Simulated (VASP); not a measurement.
Write the native input for VASP 6.6.1 that does the following.

```
Task                   : relaxation of cell and atoms
Functional             : RPBE
Dispersion             : D3(BJ)
Potentials or basis    : VASP PAW PBE potentials, release 64 (Al, N)
Cutoff                 : 600 eV
k mesh                 : 10 × 10 × 10
Occupations            : fermi-dirac, width 0.05 eV
Spin                   : no spin polarisation
Dipole correction      : no
Further INCAR settings : ALGO = Normal; EDIFF = 1e-06; IBRION = 2; EDIFFG = -0.02; NSW = 80; ISIF = 3
```

The structure of AlN lies in POSCAR:

```
AlN
1.0
    0.0000000000      2.1839935596      2.1839935596
    2.1839935596      0.0000000000      2.1839935596
    2.1839935596      2.1839935596      0.0000000000
Al N
1 1
Direct
    0.0000000000      0.0000000000      0.0000000000
    0.2500000000      0.2500000000      0.2500000000
```

These files were run (other wordings do the same):

INCAR

```
SYSTEM = AlN
PREC = Accurate ; ENCUT = 600
EDIFF = 1E-6 ; ISMEAR = -1
SIGMA = 0.05 ; LREAL = .FALSE.
LASPH = .TRUE. ; NELM = 80
ALGO = Normal ; ISIF = 3
LWAVE = .FALSE. ; LCHARG = .FALSE.
GGA = RP ; IVDW = 12
IBRION = 2 ; NSW = 80
EDIFFG = -0.02
```

KPOINTS

```
regular mesh
0
G
  10 10 10
  0 0 0
```

Potentials or basis: VASP PAW PBE potentials, release 64 (Al, N).

The run is started by

```bash
$ cat potpaw_PBE.64/Al/POTCAR potpaw_PBE.64/N/POTCAR > POTCAR
$ mpirun -np 1 vasp_std > vasp.out
```

It gave:

| Item | Value |
| --- | --- |
| Relaxed volume | 9.76 Å³/atom |
| Relaxed cell | a = 3.022 Å, b = 3.022 Å, c = 3.022 Å, α = 60.00°, β = 60.00°, γ = 60.00° |
| Space group after relaxing (to 0.05 Å) | F-43m (No. 216) |
| Energy gained by relaxing | 29.3 meV/atom |
| Ionic steps | 3 |
| Pressure after relaxing | -0.2 GPa |
| Band gap on the k mesh | 3.39 eV, indirect (least direct gap 4.82 eV) |
| Dispersion energy per atom | -1.220 eV |

Caveat: the PAW data sets were made with another functional, which shifts forces and pressure a little.

It took 42 s on 1 thread of Intel Xeon 6975P-C, with other jobs on the host, peak memory 0.17 GiB.
